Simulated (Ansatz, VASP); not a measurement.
WS2: VASP beside Ansatz

File POSCAR:

```
WS2
1.0
    3.1810954022      0.0000000000      0.0000000000
   -1.5905477011      2.7549094302      0.0000000000
    0.0000000000      0.0000000000     16.5269715034
W S
1 2
Direct
    0.3333333333      0.6666666667      0.0000000000
    0.6666666667      0.3333333333      0.9080224902
    0.6666666667      0.3333333333      0.0919775098
```

INCAR.step1

```
PREC = Accurate
ENCUT = 520
ISMEAR = 0
SIGMA = 0.05
LREAL = False
LASPH = True
NELM = 60
NBANDS = 20
GGA = PE
ALGO = Normal
EDIFF = 1E-4
LWAVE = True
LCHARG = False
```

INCAR.step2

```
PREC = Accurate
ENCUT = 520
EDIFF = 1E-6
ISMEAR = 0
SIGMA = 0.05
LREAL = False
LASPH = True
NELM = 60
ALGO = Normal
ISIF = 2
LWAVE = False
LCHARG = True
METAGGA = R2SCAN
LMIXTAU = True
LELF = True
LVHAR = True
NBANDS = 20
ISTART = 1
```

The input KPOINTS:

```
Automatic mesh
0
Gamma
  12 12 2
```

Input for Ansatz:

```yaml
crystal:
  lattice:
    - [3.1810954022, 0.0, 0.0]
    - [-1.5905477011, 2.7549094302, 0.0]
    - [0.0, 0.0, 16.5269715034]
  atoms:
    - { symbol: W, position: [0.3333333333, 0.6666666667, 0.0] }
    - { symbol: S, position: [0.6666666667, 0.3333333333, 0.9080224902] }
    - { symbol: S, position: [0.6666666667, 0.3333333333, 0.0919775098] }
basis:
  ecutwfc: 500
kpoints:
  mp_grid: { grid: [12, 12, 2] }
hamiltonian:
  xc: r2scan
scf:
  occupations: { method: gaussian, width: 0.05 }
output:
  forces: true
  stress: true
  eigenvalues: true
```

Change from the starting cell: strain +0.000 along x and y, -0.025 along z, atoms carried along.

Alike in both runs: task single point; functional r2SCAN; k mesh 12 × 12 × 2; occupations gaussian, width 0.05 eV; no spin polarisation.

|  | VASP | Ansatz |
| --- | --- | --- |
| version | VASP 6.6.1 | Ansatz 0.2.0 |
| potentials or method | VASP PAW PBE potentials, release 64 (W_sv, S), cutoff 520 eV | scalar-relativistic, plane waves, PAW |
| valence electrons in the cell | 26 | 26 |

```tsv
	VASP	Ansatz	Ansatz less VASP
gap on the k mesh at the Fermi level (eV)	1.61	1.60	-0.017
least direct gap on the mesh (eV)	1.83	1.82	-0.004
rms of the force components (eV/Å)	0.414	0.404	-0.0101
```

VASP's potentials were made for PBE, not for r2SCAN. Atom by atom the forces differ by 0.010 eV/Å (rms over components). The functional is the same, so the differences come from potentials, cutoffs and numerics.

Spin-orbit coupling is off throughout.
